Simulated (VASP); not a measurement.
# BN (I-4m2) in VASP: further runs

The runs below take BN through single point, with PBE, r2SCAN.

Program: VASP 6.6.1. These are calculated values, not measurements. Logs are shortened: lines on timing, memory, paths and dates and some standing lists are left out, and cuts for length are marked.

**1. The cell of the first run**

Symmetry: I-4m2, No. 119, tetragonal system. The conventional cell has a = 2.667 Å, b = 2.667 Å, c = 3.539 Å, α = 90.00°, β = 90.00°, γ = 90.00°. B (site symmetry -4m2) has 4 N at 1.60 Å within 2.1 Å. Within 2.1 Å of N (site symmetry -4m2) lie 4 B at 1.60 Å.

**2. Single point, PBE (epitaxial xy strain +4.5%)**

Input file INCAR:

```
SYSTEM = BN
PREC     = Accurate       ! precision mode
ENCUT    = 520            ! plane-wave cutoff, eV
EDIFF    = 1E-6           ! SCF threshold, eV
ISMEAR   = -1             ! smearing method
SIGMA    = 0.02           ! smearing width, eV
LREAL    = .False.        ! projectors in reciprocal space
LASPH    = .True.         ! aspherical terms in the spheres
NELM     = 100            ! most SCF steps
ALGO     = Normal         ! electronic algorithm
ISIF     = 2              ! what is computed and relaxed
LWAVE    = .False.        ! write WAVECAR
LCHARG   = .False.        ! write CHGCAR
GGA      = PE             ! functional
NBANDS   = 11             ! bands
```

Input file KPOINTS:

```
regular mesh
0
Gamma
  12 12 12
  0 0 0
```

Input file POSCAR:

```
BN
1.0
    0.0000000000      1.8856816338      1.7693476874
    1.8856816338      0.0000000000      1.7693476874
    1.8856816338      1.8856816338      0.0000000000
B N
1 1
Direct
    0.0000000000      0.0000000000      0.0000000000
    0.2500000000      0.2500000000      0.2500000000
```

Potentials or basis: VASP PAW PBE potentials, release 64 (B, N).

Run with:

```sh
> cat potpaw_PBE.64/B/POTCAR potpaw_PBE.64/N/POTCAR > POTCAR
> mpirun -np 1 vasp_std > vasp.out
```

OUTCAR:

```text
SYSTEM = BN
   PREC = Accurate
   ENCUT = 520
   EDIFF = 1E-6
   ISMEAR = -1
   LREAL = .False.
   LASPH = .True.
   NELM = 100
   ISIF = 2
   GGA = PE

 ion  position               nearest neighbor table
   1  0.000  0.000  0.000-   2 1.60   2 1.60   2 1.60   2 1.60
   2  0.250  0.250  0.250-   1 1.60   1 1.60   1 1.60   1 1.60

  LATTYP: Found a body centered tetragonal cell.
 ALAT       =     2.6667565408
 C/A-ratio  =     1.3269660431

  Lattice vectors:

 A1 = (   0.0000000000,  -1.8856816338,  -1.7693476874)
 A2 = (   0.0000000000,   1.8856816338,  -1.7693476874)
 A3 = (   1.8856816338,   0.0000000000,   1.7693476874)

Analysis of symmetry for initial positions (statically):
=====================================================================
 Subroutine PRICEL returns:
 Original cell was already a primitive cell.

 Routine SETGRP: Setting up the symmetry group for a
 body centered tetragonal supercell.

 Subroutine GETGRP returns: Found  8 space group operations
 (whereof  8 operations were pure point group operations)
 out of a pool of 16 trial point group operations.

The static configuration has the point symmetry D_2d.

Analysis of symmetry for dynamics (positions and initial velocities):
=====================================================================
 Subroutine PRICEL returns:
 Original cell was already a primitive cell.

 Routine SETGRP: Setting up the symmetry group for a
 body centered tetragonal supercell.

 Subroutine GETGRP returns: Found  8 space group operations
 (whereof  8 operations were pure point group operations)
 out of a pool of 16 trial point group operations.

The dynamic configuration has the point symmetry D_2d.

 Subroutine INISYM returns: Found  8 space group operations
 (whereof  8 operations are pure point group operations),
 and found     1 'primitive' translations

----------------------------------------------------------------------------------------

                                     Primitive cell

  volume of cell :      12.5829

  direct lattice vectors                    reciprocal lattice vectors
     0.000000000  1.885681634  1.769347687    -0.265156106  0.265156106  0.282590021
     1.885681634  0.000000000  1.769347687     0.265156106 -0.265156106  0.282590021
     1.885681634  1.885681634  0.000000000     0.265156106  0.265156106 -0.282590021

  length of vectors
     2.585804800  2.585804800  2.666756541     0.469545143  0.469545143  0.469545143

[... 80 lines left out ...]
   EDIFF  = 0.1E-05   stopping-criterion for ELM
   LREAL  =      F    real-space projection
   EDIFFG = 0.1E-04   stopping-criterion for IOM
   NSW    =      0    number of steps for IOM
   IBRION =     -1    ionic relax: 0-MD 1-quasi-New 2-CG
   NFREE  =      0    steps in history (QN), initial steepest desc. (CG)
   ISIF   =      2    stress and relaxation
   ISYM   =      2    0-nonsym 1-usesym 2-fastsym
   POTIM  = 0.5000    time-step for ionic-motion
   TEBEG  =    0.0;   TEEND  =   0.0 temperature during run
   PSTRESS=    0.0 pullay stress
   NELECT =       8.0000    total number of electrons
   NUPDOWN=      -1.0000    fix difference up-down
   EMIN   =  10.00;   EMAX   =-10.00  energy-range for DOS
   EFERMI =   0.00;   METHOD = LEGACY
   ISMEAR =    -1;   SIGMA  =   0.02  broadening in eV -4-tet -1-fermi 0-gaus
   EFERMI_NEDOS =   21; number of points for ismear=-14 and -15
   IALGO  =     38    algorithm
   IMIX   =      4    mixing-type and parameters
     AMIX     =   0.40;   BMIX     =  1.00
     AMIX_MAG =   1.60;   BMIX_MAG =  1.00
  volume/ion in A,a.u.               =       6.29        42.46
  Fermi-wavevector in a.u.,A,eV,Ry     =   1.407705  2.660176 26.961742  1.981632
  Thomas-Fermi vector in A             =   2.529937
   LORBIT       =      0    0 simple, 1 ext, 2 COOP (PROOUT), +10 PAW based schemes
   GGA     = PE    functional components
   LHFCALC =     F    Hartree Fock is set to
   AEXX    =    0.0000 exact exchange contribution
   IVDW    =     0    specifies the selected vdW correction
   LEPSILON=     F    determine dielectric tensor
   LRPA    =     F    only Hartree local field effects (RPA)
 non-spin polarized calculation
  energy-cutoff  :      520.00
  volume of cell :       12.58
 maximum number of plane-waves:       350
   NGX =  9   NGY =  9   NGZ =  9

 number of electron       8.0000002 magnetization

 Free energy of the ion-electron system (eV)
  ---------------------------------------------------
  ext. energy  EPLUGINS =         0.00000000
  ---------------------------------------------------
  free energy    TOTEN  =       -17.35386878 eV

  energy without entropy =      -17.35386878  energy(sigma->0) =      -17.35386878

 E-fermi :   7.5200     XC(G=0): -12.5170

 val. band max:        7.0122077474   @ k =   0.0000   0.0000   0.0000
 cond. band min:      10.3987259345   @ k =   0.5000   0.5000   0.0000
 fundamental gap:      3.3865181872
 Fermi energy:         7.5200453104

 k-point     1 :       0.0000    0.0000    0.0000
  band No.  band energies     occupation
      1     -12.8769      2.00000
      2       6.4688      2.00000
      3       6.4688      2.00000
      4       7.0122      2.00000
      5      14.9075      0.00000
      6      15.3494      0.00000
      7      15.3494      0.00000
      8      15.9609      0.00000
      9      30.2557      0.00000
     10      32.1282      0.00000
     11      33.2517      0.00000
[... 309 lines left out ...]
 k-point    24 :      -0.4167    0.1667    0.0000
  band No.  band energies     occupation
      1      -8.6147      2.00000
      2      -2.7250      2.00000
      3       3.2467      2.00000
      4       3.7626      2.00000
      5      14.8577      0.00000
      6      18.2550      0.00000
      7      18.5614      0.00000
      8      21.5187      0.00000
      9      26.5747      0.00000
     10      31.1696      0.00000
     11      32.0419      0.00000

 [... further k-points ...]
[... 5 lines left out ...]
  --------------------------------------------------------------------------------------
  -------------------------------------------------------------------------------------
  Total       -2.3371637     -2.3371637      0.3124033      0.0000000      0.0000000      0.0000000
  in kB     -297.5910015   -297.5910015     39.7783054      0.0000000      0.0000000      0.0000000
  external PRESSURE =    -185.1345659 kB  Pullay stress =       0.0000000 kB

 VOLUME and BASIS-vectors are now :
 -----------------------------------------------------------------------------
  energy-cutoff  :      520.00
  volume of cell :       12.58
      direct lattice vectors                 reciprocal lattice vectors
     0.000000000  1.885681634  1.769347687    -0.265156106  0.265156106  0.282590021
     1.885681634  0.000000000  1.769347687     0.265156106 -0.265156106  0.282590021
     1.885681634  1.885681634  0.000000000     0.265156106  0.265156106 -0.282590021

 POSITION                                       TOTAL-FORCE (eV/Angst)
 -----------------------------------------------------------------------------------
      0.00000      0.00000      0.00000         0.000000      0.000000     -0.000000
      0.94284      0.94284      0.88467        -0.000000     -0.000000      0.000000
 -----------------------------------------------------------------------------------
    total drift:                                0.000001      0.000001     -0.000002

  FREE ENERGIE OF THE ION-ELECTRON SYSTEM (eV)
  ---------------------------------------------------
  free  energy   TOTEN  =       -17.3538687797 eV

  energy  without entropy=      -17.3538687797  energy(sigma->0) =      -17.35386878
```

OSZICAR:

```text
N       E                     dE             d eps       ncg     rms          rms(c)
DAV:   1     0.977464289081E+01    0.97746E+01   -0.48750E+03  3669   0.715E+02
DAV:   2    -0.176692311831E+02   -0.27444E+02   -0.26583E+02  4320   0.160E+02
DAV:   3    -0.182269741619E+02   -0.55774E+00   -0.55619E+00  4219   0.194E+01
DAV:   4    -0.182277562006E+02   -0.78204E-03   -0.78203E-03  3802   0.798E-01
DAV:   5    -0.182277569660E+02   -0.76546E-06   -0.76546E-06  4168   0.249E-02    0.636E+00
DAV:   6    -0.174181085892E+02    0.80965E+00   -0.30798E+00  3763   0.979E+00    0.305E+00
DAV:   7    -0.173658440495E+02    0.52265E-01   -0.80034E-02  4003   0.241E+00    0.184E+00
DAV:   8    -0.173536630755E+02    0.12181E-01   -0.32455E-02  3916   0.129E+00    0.160E-01
DAV:   9    -0.173537685672E+02   -0.10549E-03   -0.11186E-03  3787   0.255E-01    0.773E-02
DAV:  10    -0.173538628485E+02   -0.94281E-04   -0.13090E-04  3887   0.979E-02    0.143E-02
DAV:  11    -0.173538687614E+02   -0.59129E-05   -0.10931E-05  4116   0.267E-02    0.106E-02
DAV:  12    -0.173538687797E+02   -0.18345E-07   -0.17771E-06  2194   0.907E-03
   1 F= -.17353869E+02 E0= -.17353869E+02  d E =-.573374E-14
```

stdout:

```text
POSCAR found type information on POSCAR B N
 POSCAR found :  2 types and       2 ions
 scaLAPACK will be used
 LDA part: xc-table for (Slater+PW92), standard interpolation
 POSCAR, INCAR and KPOINTS ok, starting setup
 FFT: planning ... GRIDC
 FFT: planning ... GRID_SOFT
 FFT: planning ... GRID
 WAVECAR not read
 entering main loop
```

It took 25 s on 1 thread of Intel Xeon 8259CL, shared host; peak memory 0.13 GiB.

Results:

```
Free energy            : -17.3539 eV
Pressure               : -18.5 GPa
Band gap on the k mesh : 3.39 eV, indirect (least direct gap 7.90 eV)
```

Stress tensor (GPa, compression positive):
```
-29.76   0.00   0.00
  0.00 -29.76   0.00
  0.00   0.00   3.98
```

Caveat: the cell differs from its parent crystal (epitaxial xy strain +4.5%).

**3. Single point, r2SCAN (epitaxial xy strain +4.5%)**

POSCAR is that of step 2.

Input file INCAR.step1:

```
ALGO = Normal ; EDIFF = 1E-4
ENCUT = 520 ; GGA = PE
ISMEAR = 0 ; LASPH = T
LCHARG = F ; LREAL = F
LWAVE = T ; NBANDS = 11
NELM = 80 ; PREC = Accurate
SIGMA = 0.01
```

Input file INCAR.step2:

```
ALGO = Normal ; EDIFF = 1E-6
ENCUT = 520 ; ISIF = 2
ISMEAR = 0 ; ISTART = 1
LASPH = T ; LCHARG = F
LMIXTAU = T ; LREAL = F
LWAVE = F ; METAGGA = R2SCAN
NBANDS = 11 ; NELM = 80
PREC = Accurate ; SIGMA = 0.01
```

Input file KPOINTS:

```
k-points
0
Gamma
  12 12 12
```

Potentials or basis: VASP PAW PBE potentials, release 64 (B, N).

Run with:

```sh
> cat potpaw_PBE.64/B/POTCAR potpaw_PBE.64/N/POTCAR > POTCAR
> cp INCAR.step1 INCAR
> mpirun -np 1 vasp_std > vasp.out
> cp INCAR.step2 INCAR
> mpirun -np 1 vasp_std > vasp.out
```

Run time: 1.9 min. Hardware: 1 thread of Intel Xeon 8259CL, shared host; peak memory 0.14 GiB.

Results (log left out):

```
Free energy            : -19.0547 eV
Pressure               : -22.6 GPa
Band gap on the k mesh : 3.87 eV, indirect (least direct gap 8.59 eV)
```

Stress tensor (GPa, compression positive):
```
-34.31   0.00   0.00
  0.00 -34.31   0.00
  0.00   0.00   0.83
```

Levels at points of the mesh, in eV from the valence-band top:
```
           k point  band 1  band 2  band 3  band 4  band 5  band 6  band 7  band 8
(0.00, 0.00, 0.00)  -20.94   -0.55   -0.55    0.00    8.59    9.03    9.03    9.60
(0.50, 0.00, 0.00)  -16.93  -10.86   -2.71   -1.81    9.01   10.40   11.62   15.37
(0.50, 0.50, 0.00)  -15.16   -8.66   -5.69   -5.69    3.87    8.07   17.96   17.96
(0.50, 0.00, 0.50)  -15.83   -9.57   -4.86   -4.82    4.90    9.60   17.26   18.10
```

Caveat: the cell differs from its parent crystal (epitaxial xy strain +4.5%); the PAW data sets were made with another functional, which shifts forces and pressure a little. A k mesh can miss the band edges.
